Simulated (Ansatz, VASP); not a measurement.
# One calculation of Os, two programs

```
Os
1.0
     0.00000   -1.91558   -1.91558
     1.91558    0.00000   -1.91558
     1.91558   -1.91558    0.00000
Os
1
Direct
  0.00000 0.00000 0.00000
```

Alike in both runs: task relaxation of cell and atoms; functional r2SCAN; k mesh 18 × 18 × 18; occupations gaussian, width 0.1 eV; no spin polarisation.

|  | VASP | Ansatz |
| --- | --- | --- |
| version | VASP 6.6.1 | Ansatz 0.2.0 |
| potentials or method | VASP PAW PBE potentials, release 64 (Os), cutoff 600 eV | scalar-relativistic, plane waves, PAW |
| valence electrons in the cell | 8 | 16 |

|  | VASP | Ansatz | Ansatz less VASP |
| --- | --- | --- | --- |
| gap on the k mesh at the Fermi level, each at its own relaxed structure (eV) | none | none | - |
| relaxed volume (Å³/atom) | 14.10 | 14.07 | -0.037 |
| relaxed cell length with the largest relative difference (Å) | 2.712 | 2.710 | -0.0024 |

VASP's potentials were made for PBE, not for r2SCAN. A gap of «none» marks a metal or a gap that the smearing closes. VASP's potentials hold 8 valence electrons a cell and Ansatz's 16, so a difference there can come from the potentials and not from the codes.

Neither program's run includes spin-orbit coupling.
